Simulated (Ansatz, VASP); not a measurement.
## Mg in VASP and in Ansatz

```
CELL_PARAMETERS angstrom
3.20927 0.00000 0.00000
-1.60464 2.77931 0.00000
0.00000 0.00000 5.21033
ATOMIC_POSITIONS crystal
Mg 0.33333 0.66667 0.25000
Mg 0.66667 0.33333 0.75000
```

Alike in both runs: task electric field gradients; functional PBEsol; k mesh 12 × 12 × 7; occupations fermi-dirac, width 0.08 eV; no spin polarisation.

```csv
,VASP,Ansatz
version,VASP 6.6.1,Ansatz 0.2.0
potentials or method,"VASP PAW PBE potentials, release 64 (Mg), cutoff 520 eV","all-electron PAW with datasets made for the crystal, scalar-relativistic"
```

Ansatz gave:

```
pressure (GPa)                                                : -1.1
traceless stress, the component that is largest in VASP (GPa) : -0.51
size of Vzz on the site where it differs most (V/Å²)          : 1.1
```

Q: What did VASP give for the same quantities?

A: Pressure (GPa): -1.2; traceless stress, the component that is largest in VASP (GPa): -0.52; size of Vzz on the site where it differs most (V/Å²): 1.0.

VASP's potentials were made for PBE, not for PBEsol. Ansatz ran all-electron here, and VASP with PAW potentials.
